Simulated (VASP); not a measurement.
Wanted: the native input for a VASP 6.6.1 run.

* Task: single point
* Functional: PBE
* Potentials or basis: VASP PAW PBE potentials, release 64 (Zr_sv, Si)
* Cutoff: 520 eV
* k mesh: 4 × 4 × 4
* Occupations: gaussian, width 0.1 eV
* Spin: no spin polarisation
* Dipole correction: no
* Further INCAR settings: ALGO = Normal; EDIFF = 1e-07; NBANDS = 27

The structure of ZrSi6 lies in POSCAR:

```
ZrSi6
1.0
    5.6517939109      0.0000000000      0.0000000000
    0.0000000000      5.6517939109      0.0000000000
    0.0000000000      0.0000000000      5.6517939109
Zr Si
1 6
Direct
    0.5000000000      0.5000000000      0.5000000000
    0.6972927649      0.0000000000      0.0000000000
    0.3027072351      0.0000000000      0.0000000000
    0.0000000000      0.6972927649      0.0000000000
    0.0000000000      0.3027072351      0.0000000000
    0.0000000000      0.0000000000      0.6972927649
    0.0000000000      0.0000000000      0.3027072351
```

The cell was built from a structure type or drawn by symmetry, and may not be a known phase.

The input as run:

INCAR

```
  ALGO = Normal
  EDIFF = 1E-7
  ENCUT = 520
  GGA = PE
  ISIF = 2
  ISMEAR = 0
  LASPH = True
  LCHARG = False
  LREAL = False
  LWAVE = False
  NBANDS = 27
  NELM = 100
  PREC = Accurate
  SIGMA = 0.1
```

KPOINTS

```
k-points
0
Gamma
  4 4 4
```

Potentials or basis: VASP PAW PBE potentials, release 64 (Zr_sv, Si).

Run with:

```sh
$ cat potpaw_PBE.64/Zr_sv/POTCAR potpaw_PBE.64/Si/POTCAR > POTCAR
$ mpirun -np 1 vasp_std > vasp.out
```

Results of the run:

```
Pressure               : 0.1 GPa
Largest force          : 0.010 eV/Å
Band gap on the k mesh : zero (bands 18 and 19 overlap by 0.68 eV)
```

Wall time 36 s on 1 thread of Intel(R) Xeon(R) Platinum 8559C (Emerald Rapids), on a shared host, peak memory 0.26 GiB.
